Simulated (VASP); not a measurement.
Wanted: the native input for a VASP 6.6.1 run.

```yaml
Task: single point
Functional: PBE
Potentials_or_basis: VASP PAW PBE potentials, release 64 (Pb_d)
Cutoff: 520 eV
k_mesh: 8 × 8 × 8
Occupations: fermi-dirac, width 0.05 eV
Spin: no spin polarisation
Dipole_correction: no
Further_INCAR_settings: ALGO = Normal; EDIFF = 1e-07; NBANDS = 21
```

The structure of Pb lies in POSCAR:

```
Pb
1.0
   -0.1031700017      3.3874150547      3.3874150547
    3.3874150547     -0.1031700017      3.3874150547
    3.3874150547      3.3874150547     -0.1031700017
Pb
2
Direct
    0.0000000000      0.0000000000      0.0000000000
    0.2500000000      0.2500000000      0.2500000000
```

This cell differs from its parent crystal: equal xy, yz and zx shear strains of -3 %.

One way to write it, as run:

INCAR

```
SYSTEM = Pb
PREC = Accurate
ENCUT = 520
EDIFF = 1E-7
ISMEAR = -1
SIGMA = 0.05
LREAL = .FALSE.
LASPH = .TRUE.
NELM = 60
ALGO = Normal
ISIF = 2
LWAVE = .FALSE.
LCHARG = .FALSE.
GGA = PE
NBANDS = 21
```

KPOINTS

```
Automatic mesh
0
G
  8 8 8
  0 0 0
```

Potentials or basis: VASP PAW PBE potentials, release 64 (Pb_d).

Run with:

```console
$ cat potpaw_PBE.64/Pb_d/POTCAR > POTCAR
$ mpirun -np 1 vasp_std > vasp.out
```

It gave:

```
Pressure               : 2.5 GPa
Largest force          : 0.451 eV/Å
Band gap on the k mesh : zero (bands 14 and 15 overlap by 1.31 eV)
```

Caveat: the cell differs from its parent crystal (equal xy, yz and zx shear strains of -3 %); spin-orbit coupling is left out, which moves the levels of the heavy elements.

Wall time 48 s on 1 thread of Intel(R) Xeon(R) 6975P-C (Granite Rapids), on a shared host, peak memory 0.25 GiB.
